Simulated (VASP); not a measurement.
A run of VASP 6.6.1 is set up as follows.

File INCAR:

```
SYSTEM = HgTe
PREC     = Accurate       ! precision mode
ENCUT    = 520            ! plane-wave cutoff, eV
EDIFF    = 1E-6           ! SCF threshold, eV
ISMEAR   = -1             ! smearing method
SIGMA    = 0.02           ! smearing width, eV
LREAL    = .False.        ! projectors in reciprocal space
LASPH    = .True.         ! aspherical terms in the spheres
NELM     = 60             ! most SCF steps
ALGO     = Normal         ! electronic algorithm
ISIF     = 2              ! what is computed and relaxed
LWAVE    = .False.        ! write WAVECAR
LCHARG   = .True.         ! write CHGCAR
GGA      = PE             ! functional
LELF     = .True.         ! ELF
LVHAR    = .True.       
NBANDS   = 16             ! bands
```

KPOINTS

```
Automatic mesh
0
Gamma
  6 6 6
  0 0 0
```

File POSCAR:

```
HgTe
1.0
    0.0000000000      3.2891578888      3.2891578888
    3.2891578888      0.0000000000      3.2891578888
    3.2891578888      3.2891578888      0.0000000000
Hg Te
1 1
Direct
    0.0000000000      0.0000000000      0.0000000000
    0.2500000000      0.2500000000      0.2500000000
```

Potentials or basis: VASP PAW PBE potentials, release 64 (Hg, Te).

Launch:

```console
$ cat potpaw_PBE.64/Hg/POTCAR potpaw_PBE.64/Te/POTCAR > POTCAR
$ mpirun -np 1 vasp_std > vasp.out
```

Task: What does it give for the pressure?

Result: 1.3 GPa.

Task: What does it give for the band gap on the k mesh?

Result: Zero (filled and empty bands touch).

Caveat: spin-orbit coupling is left out, which moves the levels of the heavy elements.
